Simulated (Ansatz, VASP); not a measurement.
# Two plane-wave programs on AlNi

Contents of INCAR:

```
SYSTEM = AlNi
ALGO = Fast
EDIFF = 1E-6
ENCUT = 520
GGA = PE
ISIF = 2
ISMEAR = 0
LASPH = .True.
LCHARG = .False.
LREAL = .False.
LWAVE = .False.
NBANDS = 28
NELM = 100
PREC = Accurate
SIGMA = 0.15
```

Contents of KPOINTS:

```
k-points
0
Gamma
  20 20 7
  0 0 0
```

The input POSCAR:

```
AlNi
1.0
    0.0000000000     -2.8930835280      0.0000000000
    0.0000000000      0.0000000000     -2.8930835280
    8.9292505841      0.0000000000      0.0000000000
Al Ni
3 3
Direct
    0.0000000000      1.0000000000      0.8909857522
    0.0000000000      1.0000000000      0.2429843324
    0.0000000000      1.0000000000      0.5669850423
    0.5000000000      0.5000000000      0.0809839774
    0.5000000000      0.5000000000      0.4049846873
    0.5000000000      0.5000000000      0.7289853972
```

Input for Ansatz:

```yaml
crystal:
  lattice:
    - [0.0, -2.893083528, 0.0]
    - [0.0, 0.0, -2.893083528]
    - [8.9292505841, 0.0, 0.0]
  atoms:
    - { symbol: Al, position: [0.0, 1.0, 0.8909857522] }
    - { symbol: Al, position: [0.0, 1.0, 0.2429843324] }
    - { symbol: Al, position: [0.0, 1.0, 0.5669850423] }
    - { symbol: Ni, position: [0.5, 0.5, 0.0809839774] }
    - { symbol: Ni, position: [0.5, 0.5, 0.4049846873] }
    - { symbol: Ni, position: [0.5, 0.5, 0.7289853972] }
basis:
  ecutwfc: 420
kpoints:
  mp_grid: { grid: [20, 20, 7] }
hamiltonian:
  xc: pbe
scf:
  occupations: { method: gaussian, width: 0.15 }
output:
  forces: true
  stress: true
  eigenvalues: true
```

Alike in both runs: task single point; functional PBE; k mesh 20 × 20 × 7; occupations gaussian, width 0.15 eV; no spin polarisation.

```csv
,VASP,Ansatz
version,VASP 6.6.1,Ansatz 0.2.0
potentials or method,"VASP PAW PBE potentials, release 64 (Al, Ni), cutoff 520 eV","scalar-relativistic, plane waves, PAW"
valence electrons in the cell,39,63
```

```csv
,VASP,Ansatz,Ansatz less VASP
gap on the k mesh at the Fermi level (eV),none,none,-
pressure (GPa),-3.5,-3.5,-0.04
"traceless stress, the component that is largest in VASP (GPa)",-1.03,-1.00,+0.026
rms of the force components (eV/Å),0.250,0.250,0.0000
```

Atom by atom the forces differ by 0.001 eV/Å (rms over components). A gap of «none» marks a metal or a gap that the smearing closes. VASP's potentials hold 39 valence electrons a cell and Ansatz's 63, so a difference there can come from the potentials and not from the codes.
